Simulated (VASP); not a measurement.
Wanted: the native input for a VASP 6.6.1 run.

```
Task                   : single point
Functional             : PBE
Potentials or basis    : VASP PAW PBE potentials, release 64 (Mo_sv, W_sv)
Cutoff                 : 520 eV
k mesh                 : 4 × 4 × 4
Occupations            : gaussian, width 0.1 eV
Spin                   : no spin polarisation
Dipole correction      : no
Further INCAR settings : ALGO = Normal; EDIFF = 1e-06; NBANDS = 36
```

The structure of MoW3 lies in POSCAR:

```
MoW3
1.0
    0.0000000000      3.1772743207      3.1772743207
    3.1772743207      0.0000000000      3.1772743207
    3.1772743207      3.1772743207      0.0000000000
Mo W
1 3
Direct
    0.0000000000      0.0000000000      0.0000000000
    0.7500000000      0.7500000000      0.7500000000
    0.5000000000      0.5000000000      0.5000000000
    0.2500000000      0.2500000000      0.2500000000
```

The cell was generated, and may not be a known phase.

The input as run:

INCAR

```
SYSTEM = MoW3
  PREC = Accurate
  ENCUT = 520
  EDIFF = 1E-6
  ISMEAR = 0
  SIGMA = 0.1
  LREAL = .FALSE.
  LASPH = .TRUE.
  NELM = 80
  ALGO = Normal
  ISIF = 2
  LWAVE = .FALSE.
  LCHARG = .FALSE.
  GGA = PE
  NBANDS = 36
```

KPOINTS

```
Automatic mesh
0
G
  4 4 4
  0 0 0
```

Potentials or basis: VASP PAW PBE potentials, release 64 (Mo_sv, W_sv).

The run is started by

```bash
$ cat potpaw_PBE.64/Mo_sv/POTCAR potpaw_PBE.64/W_sv/POTCAR > POTCAR
$ mpirun -np 1 vasp_std > vasp.out
```

It gave:

```json
{
 "Pressure": "0.5 GPa"
}
```

Caveat: the k points lie up to 0.43 Å⁻¹ apart.

Run time: 53 s on 1 thread of Intel Xeon 8259CL (shared host), peak memory 0.2 GiB.
